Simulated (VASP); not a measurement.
# MgAl7N8 (a cell with a defect) in VASP: further runs

MgAl7N8 (a cell with a defect) is run at these levels: PBE; tasks: single point, relaxation of the atoms.

Everything below comes from runs of VASP 6.6.1. Logs are shortened: lines on timing, memory, paths and dates and some standing lists are left out, and cuts for length are marked.

## 1. The cell of the first run

The cell holds a defect, 16 atoms: a = 5.018 Å, b = 6.260 Å, c = 6.260 Å, α = 120.00°, β = 90.00°, γ = 90.00°.

## 2. Single point, PBE

Contents of INCAR:

```
ALGO = Normal
EDIFF = 1E-7
ENCUT = 520
GGA = PE
ISIF = 2
ISMEAR = 0
LASPH = True
LCHARG = False
LREAL = Auto
LWAVE = False
NBANDS = 46
NELECT = 64.0
NELM = 60
PREC = Accurate
SIGMA = 0.01
```

Contents of KPOINTS:

```
k-points
0
Gamma
  2 2 2
```

Contents of POSCAR:

```
MgAl7N8
1.0
    0.0000000000      0.0000000000      5.0179604231
   -3.1302455677     -5.4217443634      0.0000000000
    6.2604911353      0.0000000000      0.0000000000
Mg Al N
1 7 8
Direct
    0.9956095253      0.1654162298      0.8342514646
    0.9948777348      0.1700284765      0.3365647617
    0.9948775995      0.6631642499      0.8297169343
    0.9948887447      0.6631706135      0.3365324704
    0.5031373800      0.3321395125      0.1676706704
    0.5031269157      0.3321427491      0.6675960511
    0.4965501533      0.8321297137      0.1676235029
    0.5031365241      0.8320455705      0.6675869850
    0.4066911382      0.1654357559      0.8342939628
    0.3768978862      0.1640981536      0.3336150969
    0.3768619977      0.6661176132      0.8356470558
    0.3769355771      0.6661296086      0.3336057931
    0.8752209328      0.3409572912      0.1852868393
    0.8751666444      0.3409449954      0.6587909833
    0.8780182539      0.8321355124      0.1676255418
    0.8751993617      0.8144080425      0.6587548737
```

Potentials or basis: VASP PAW PBE potentials, release 64 (Mg, Al, N).

Run with:

```bash
cat potpaw_PBE.64/Mg/POTCAR potpaw_PBE.64/Al/POTCAR potpaw_PBE.64/N/POTCAR > POTCAR
mpirun -np 1 vasp_std > vasp.out
```

OUTCAR:

```text
EDIFF = 1E-7
   ENCUT = 520
   GGA = PE
   ISIF = 2
   ISMEAR = 0
   LASPH = True
   LREAL = Auto
   NELECT = 64.0
   NELM = 60
   PREC = Accurate

 ion  position               nearest neighbor table
   1  0.996  0.165  0.834-  14 2.00  16 2.00  13 2.00   9 2.06   8 3.06   6 3.06   5 3.06   6 3.12
                             8 3.12   5 3.12   4 3.13   3 3.13   2 3.13   2 3.13   3 3.13   4 3.13
   2  0.995  0.170  0.337-  13 1.85  14 1.85  10 1.92  15 1.92   5 3.05   6 3.05   3 3.09   4 3.09
                             7 3.10   7 3.11   5 3.12   6 3.12   1 3.13   1 3.13   4 3.17   3 3.17
   3  0.995  0.663  0.830-  16 1.85  14 1.85  11 1.92  15 1.92   8 3.05   6 3.05   2 3.09   4 3.09
                             7 3.10   7 3.11   6 3.12   8 3.12   1 3.13   1 3.13   4 3.17   2 3.17
   4  0.995  0.663  0.337-  13 1.85  16 1.85  12 1.92  15 1.92   5 3.05   8 3.05   2 3.09   3 3.09
                             7 3.10   7 3.11   5 3.12   8 3.12   1 3.13   1 3.13   3 3.17   2 3.17
   5  0.503  0.332  0.168-  13 1.87   9 1.87  12 1.92  10 1.92   2 3.05   4 3.05   1 3.06   2 3.12
                             4 3.12   1 3.12   8 3.13   6 3.13   7 3.13   7 3.13   6 3.13   8 3.13
   6  0.503  0.332  0.668-  14 1.87   9 1.87  10 1.92  11 1.92   3 3.05   2 3.05   1 3.06   3 3.12
                             2 3.12   1 3.12   8 3.13   5 3.13   7 3.13   7 3.13   5 3.13   8 3.13
   7  0.497  0.832  0.168-  10 1.90  12 1.90  11 1.90  15 1.91   4 3.10   2 3.10   3 3.10   4 3.11
                             2 3.11   3 3.11   5 3.13   6 3.13   8 3.13   8 3.13   6 3.13   5 3.13
   8  0.503  0.832  0.668-  16 1.87   9 1.87  12 1.92  11 1.92   3 3.05   4 3.05   1 3.06   3 3.12
                             4 3.12   1 3.12   6 3.13   5 3.13   7 3.13   7 3.13   5 3.13   6 3.13
   9  0.407  0.165  0.834-   5 1.87   8 1.87   6 1.87   1 2.06
  10  0.377  0.164  0.334-   7 1.90   2 1.92   6 1.92   5 1.92
  11  0.377  0.666  0.836-   7 1.90   3 1.92   6 1.92   8 1.92
  12  0.377  0.666  0.334-   7 1.90   4 1.92   8 1.92   5 1.92
  13  0.875  0.341  0.185-   2 1.85   4 1.85   5 1.87   1 2.00
  14  0.875  0.341  0.659-   3 1.85   2 1.85   6 1.87   1 2.00
  15  0.878  0.832  0.168-   7 1.91   4 1.92   2 1.92   3 1.92
  16  0.875  0.814  0.659-   3 1.85   4 1.85   8 1.87   1 2.00

  LATTYP: Found a hexagonal cell.
 ALAT       =     6.2604911354
 C/A-ratio  =     0.8015282371

  Lattice vectors:

 A1 = (  -3.1302455677,  -5.4217443634,   0.0000000000)
 A2 = (   6.2604911353,   0.0000000000,   0.0000000000)
 A3 = (   0.0000000000,   0.0000000000,   5.0179604231)

Analysis of symmetry for initial positions (statically):
=====================================================================
 Subroutine PRICEL returns:
 Original cell was already a primitive cell.

 Routine SETGRP: Setting up the symmetry group for a
 hexagonal supercell.

 Subroutine GETGRP returns: Found  1 space group operations
 (whereof  1 operations were pure point group operations)
 out of a pool of 24 trial point group operations.

The static configuration has the point symmetry C_1 .

Analysis of symmetry for dynamics (positions and initial velocities):
=====================================================================
 Subroutine PRICEL returns:
 Original cell was already a primitive cell.

 Routine SETGRP: Setting up the symmetry group for a
 hexagonal supercell.

 Subroutine GETGRP returns: Found  1 space group operations
 (whereof  1 operations were pure point group operations)
 out of a pool of 24 trial point group operations.

The dynamic configuration has the point symmetry C_1 .

 Subroutine INISYM returns: Found  1 space group operations
 (whereof  1 operations are pure point group operations),
 and found     1 'primitive' translations

----------------------------------------------------------------------------------------

                                     Primitive cell

  volume of cell :     170.3235

  direct lattice vectors                    reciprocal lattice vectors
     0.000000000  0.000000000  5.017960423     0.000000000  0.000000000  0.199284154
    -3.130245568 -5.421744363  0.000000000     0.000000000 -0.184442484  0.000000000
     6.260491135  0.000000000  0.000000000     0.159731877 -0.092221242  0.000000000

  length of vectors
     5.017960423  6.260491135  6.260491135     0.199284154  0.184442484  0.184442484

  position of ions in fractional coordinates (direct lattice)
     0.995609525  0.165416230  0.834251465
     0.994877735  0.170028477  0.336564762
     0.994877600  0.663164250  0.829716934
     0.994888745  0.663170614  0.336532470
     0.503137380  0.332139512  0.167670670
     0.503126916  0.332142749  0.667596051
[... 8 lines left out ...]
     0.878018254  0.832135512  0.167625542
     0.875199362  0.814408042  0.658754874

  ion indices of the primitive-cell ions
   primitive index   ion index
                 1           1
                 2           2
                 3           3
                 4           4
                 5           5
                 6           6
[... 8 lines left out ...]
                15          15
                16          16

----------------------------------------------------------------------------------------

 KPOINTS: k-points

Automatic generation of k-mesh.
 Grid dimensions read from file:
 generate k-points for:    2    2    2

 Generating k-lattice:

  Cartesian coordinates                     Fractional coordinates (reciprocal lattice)
     0.000000000  0.000000000  0.099642077     0.500000000  0.000000000  0.000000000
     0.000000000 -0.092221242  0.000000000     0.000000000  0.500000000  0.000000000
     0.079865939 -0.046110621  0.000000000     0.000000000  0.000000000  0.500000000

  Length of vectors
     0.099642077  0.092221242  0.092221242

  Shift w.r.t. Gamma in fractional coordinates (k-lattice)
     0.000000000  0.000000000  0.000000000

 Subroutine IBZKPT returns following result:
 ===========================================

 Found      8 irreducible k-points:

 Following reciprocal coordinates:
            Coordinates               Weight
  0.000000  0.000000  0.000000      1.000000
  0.500000  0.000000  0.000000      1.000000
  0.000000  0.500000  0.000000      1.000000
  0.000000 -0.000000  0.500000      1.000000
  0.000000  0.500000  0.500000      1.000000
  0.500000  0.500000  0.000000      1.000000
  0.500000 -0.000000  0.500000      1.000000
  0.500000  0.500000  0.500000      1.000000
   k-points           NKPTS =      8   k-points in BZ     NKDIM =      8   number of bands    NBANDS=     46
   number of dos      NEDOS =    301   number of ions     NIONS =     16
   total plane-waves  NPLWV =  92160
   dimension x,y,z NGX =    40 NGY =   48 NGZ =   48
   dimension x,y,z NGXF=    80 NGYF=   96 NGZF=   96
   ions per type =               1   7   8
   NGX,Y,Z   is equivalent  to a cutoff of  13.25, 12.75, 12.75 a.u.
   NGXF,Y,Z  is equivalent  to a cutoff of  26.50, 25.49, 25.49 a.u.
 SYSTEM =  unknown system
   PREC   = accura    normal or accurate (medium, high low for compatibility)
   ISTART =      0    job   : 0-new  1-cont  2-samecut
   ICHARG =      2    charge: 1-file 2-atom 10-const
   ISPIN  =      1    spin polarized calculation?
   LNONCOLLINEAR =      F non collinear calculations
   LSORBIT =      F    spin-orbit coupling
   LASPH  =      T    aspherical Exc in radial PAW
   ENCUT  =  520.0 eV  38.22 Ry    6.18 a.u.   9.33 11.64 11.64*2*pi/ulx,y,z
   NELM   =     60;   NELMIN=  2; NELMDL= -5     # of ELM steps
   EDIFF  = 0.1E-06   stopping-criterion for ELM
   LREAL  =      T    real-space projection
   EDIFFG = 0.1E-05   stopping-criterion for IOM
   NSW    =      0    number of steps for IOM
   IBRION =     -1    ionic relax: 0-MD 1-quasi-New 2-CG
   NFREE  =      0    steps in history (QN), initial steepest desc. (CG)
   ISIF   =      2    stress and relaxation
   ISYM   =      2    0-nonsym 1-usesym 2-fastsym
   POTIM  = 0.5000    time-step for ionic-motion
   TEBEG  =    0.0;   TEEND  =   0.0 temperature during run
   PSTRESS=    0.0 pullay stress
   NELECT =      64.0000    total number of electrons
   NUPDOWN=      -1.0000    fix difference up-down
   EMIN   =  10.00;   EMAX   =-10.00  energy-range for DOS
   EFERMI =   0.00;   METHOD = LEGACY
   ISMEAR =     0;   SIGMA  =   0.01  broadening in eV -4-tet -1-fermi 0-gaus
   EFERMI_NEDOS =   21; number of points for ismear=-14 and -15
   IALGO  =     38    algorithm
   IMIX   =      4    mixing-type and parameters
     AMIX     =   0.40;   BMIX     =  1.00
     AMIX_MAG =   1.60;   BMIX_MAG =  1.00
  volume/ion in A,a.u.               =      10.65        71.84
  Fermi-wavevector in a.u.,A,eV,Ry     =   1.181345  2.232418 18.987951  1.395575
  Thomas-Fermi vector in A             =   2.317620
   LORBIT       =      0    0 simple, 1 ext, 2 COOP (PROOUT), +10 PAW based schemes
   GGA     = PE    functional components
   LHFCALC =     F    Hartree Fock is set to
   AEXX    =    0.0000 exact exchange contribution
   IVDW    =     0    specifies the selected vdW correction
   LEPSILON=     F    determine dielectric tensor
   LRPA    =     F    only Hartree local field effects (RPA)
 non-spin polarized calculation
 Gauss-broadening in eV      SIGMA  =   0.01
  energy-cutoff  :      520.00
  volume of cell :      170.32
 maximum number of plane-waves:      4596
 NGX is ok and might be reduce to    40
   NGX = 19   NGY = 23   NGZ = 23

 number of electron      64.0000001 magnetization

 Free energy of the ion-electron system (eV)
  ---------------------------------------------------
  ext. energy  EPLUGINS =         0.00000000
  ---------------------------------------------------
  free energy    TOTEN  =      -107.75686822 eV

  energy without entropy =     -107.75686822  energy(sigma->0) =     -107.75686822

 E-fermi :   5.9287     XC(G=0): -10.8466

 val. band max:        5.8824713603   @ k =   0.0000   0.0000   0.0000
 cond. band min:       9.7179589688   @ k =   0.0000   0.0000   0.0000
 fundamental gap:      3.8354876085
 Fermi energy:         5.9286868037

 k-point     1 :       0.0000    0.0000    0.0000
  band No.  band energies     occupation
      1      -9.4306      2.00000
      2      -7.5898      2.00000
      3      -7.5897      2.00000
      4      -7.4651      2.00000
      5      -7.2293      2.00000
      6      -6.7540      2.00000
[... 36 lines left out ...]
     43      14.2411      0.00000
     44      15.6544      0.00000

 k-point     2 :       0.5000    0.0000    0.0000
  band No.  band energies     occupation
      1      -8.7216      2.00000
      2      -8.3980      2.00000
      3      -7.3935      2.00000
      4      -7.3933      2.00000
      5      -7.1795      2.00000
      6      -6.8653      2.00000
[... 36 lines left out ...]
     43      14.9313      0.00000
     44      14.9315      0.00000

 k-point     3 :       0.0000    0.5000    0.0000
  band No.  band energies     occupation
      1      -8.8538      2.00000
      2      -8.5616      2.00000
      3      -7.6583      2.00000
      4      -7.4288      2.00000
      5      -7.0941      2.00000
      6      -6.8809      2.00000
[... 36 lines left out ...]
     43      14.3432      0.00000
     44      14.4718      0.00000

 k-point     4 :       0.0000   -0.0000    0.5000
  band No.  band energies     occupation
      1      -8.8539      2.00000
      2      -8.5615      2.00000
      3      -7.6583      2.00000
      4      -7.4288      2.00000
      5      -7.0942      2.00000
      6      -6.8808      2.00000
[... 130 lines left out ...]
     43      14.5672      0.00000
     44      14.5924      0.00000

 k-point     7 :       0.5000   -0.0000    0.5000
  band No.  band energies     occupation
      1      -8.1998      2.00000
      2      -8.0210      2.00000
      3      -7.9852      2.00000
      4      -7.6204      2.00000
      5      -7.4178      2.00000
      6      -7.1032      2.00000
[... 36 lines left out ...]
     43      14.5675      0.00000
     44      14.5925      0.00000

 k-point     8 :       0.5000    0.5000    0.5000
  band No.  band energies     occupation
      1      -8.1999      2.00000
      2      -8.0210      2.00000
      3      -7.9851      2.00000
      4      -7.6203      2.00000
      5      -7.4179      2.00000
      6      -7.1033      2.00000
[... 36 lines left out ...]
     43      14.5667      0.00000
     44      14.5922      0.00000
 [bands above 44 left out]

------------------------ aborting loop because EDIFF is reached ----------------------------------------

  FORCE on cell =-STRESS in cart. coord.  units (eV):
  Direction    XX          YY          ZZ          XY          YZ          ZX
  --------------------------------------------------------------------------------------
  -------------------------------------------------------------------------------------
  Total       15.5206599     15.5267157     13.7729306     -0.0022028     -0.0002472      0.0025181
  in kB      145.9977263    146.0546914    129.5574137     -0.0207215     -0.0023254      0.0236865
  external PRESSURE =     140.5366105 kB  Pullay stress =       0.0000000 kB

 VOLUME and BASIS-vectors are now :
 -----------------------------------------------------------------------------
  energy-cutoff  :      520.00
  volume of cell :      170.32
      direct lattice vectors                 reciprocal lattice vectors
     0.000000000  0.000000000  5.017960423     0.000000000  0.000000000  0.199284154
    -3.130245568 -5.421744363  0.000000000     0.000000000 -0.184442484  0.000000000
     6.260491135  0.000000000  0.000000000     0.159731877 -0.092221242  0.000000000

 POSITION                                       TOTAL-FORCE (eV/Angst)
 -----------------------------------------------------------------------------------
      4.70503     -0.89684      4.99593         0.001463     -0.001036      0.017430
      1.57483     -0.92185      4.99226        -0.000119     -0.005485     -0.008577
      3.11857     -3.59551      4.99226        -0.004520      0.002379     -0.010732
      0.03097     -3.59554      4.99231         0.007775      0.002562     -0.009742
      0.01002     -1.80078      2.52472         0.003225     -0.001390      0.010327
      3.13979     -1.80079      2.52467        -0.000170      0.000189      0.007644
[... 8 lines left out ...]
     -1.55537     -4.51163      4.40586        -0.001982      0.000300      0.014593
      1.57483     -4.41551      4.39172        -0.000503      0.021858     -0.023446
 -----------------------------------------------------------------------------------
    total drift:                                0.004600      0.003128     -0.002543

  FREE ENERGIE OF THE ION-ELECTRON SYSTEM (eV)
  ---------------------------------------------------
  free  energy   TOTEN  =      -107.7568682163 eV

  energy  without entropy=     -107.7568682163  energy(sigma->0) =     -107.75686822
```

Run time: 1.7 min. Hardware: 1 thread of Intel Xeon Platinum 8259CL at 2.50GHz (Skylake/Cascade Lake), shared host; peak memory 0.3 GiB.

What came out:

```yaml
Free_energy: -107.7569 eV
Largest_force: 0.033 eV/Å
```

Forces in eV/Å, atoms in the order of the input:
```
Mg   0.001 -0.001  0.017
Al   0.000 -0.005 -0.009
Al  -0.005  0.002 -0.011
Al   0.008  0.003 -0.010
Al   0.003 -0.001  0.010
Al   0.000  0.000  0.008
Al   0.002  0.002 -0.023
Al   0.000  0.003  0.009
N   -0.002  0.000  0.020
N   -0.001 -0.008  0.014
N   -0.008  0.003  0.017
N    0.007  0.004  0.011
N    0.018 -0.011 -0.025
N   -0.022 -0.012 -0.021
N   -0.002  0.000  0.015
N   -0.001  0.022 -0.023
```

Levels at points of the mesh, in eV from the Fermi level:
```
           k point  band 29  band 30  band 31  band 32  band 33  band 34  band 35  band 36
(0.00, 0.00, 0.00)    -0.84    -0.22    -0.05    -0.05     3.79     5.23     5.23     5.49
(0.50, 0.00, 0.00)    -0.97    -0.90    -0.16    -0.16     4.85     4.85     4.92     5.07
(0.00, 0.50, 0.00)    -0.81    -0.70    -0.44    -0.12     5.41     5.52     5.68     5.88
(0.00, 0.00, 0.50)    -0.81    -0.70    -0.44    -0.12     5.41     5.52     5.68     5.88
(0.00, 0.50, 0.50)    -0.81    -0.70    -0.44    -0.12     5.41     5.52     5.68     5.88
(0.50, 0.50, 0.00)    -1.20    -1.19    -0.34    -0.27     6.00     6.11     6.13     6.16
(0.50, 0.00, 0.50)    -1.20    -1.19    -0.34    -0.27     6.00     6.11     6.13     6.16
(0.50, 0.50, 0.50)    -1.20    -1.19    -0.34    -0.27     6.00     6.11     6.13     6.16
```

Caveat: the k points lie up to 0.63 Å⁻¹ apart; the cell carries a net charge on a neutralising background, which shifts energy and pressure; the cell is charged against a uniform background, so pressure and absolute levels hang on convention.

(Part 1 of 2 ends here.)
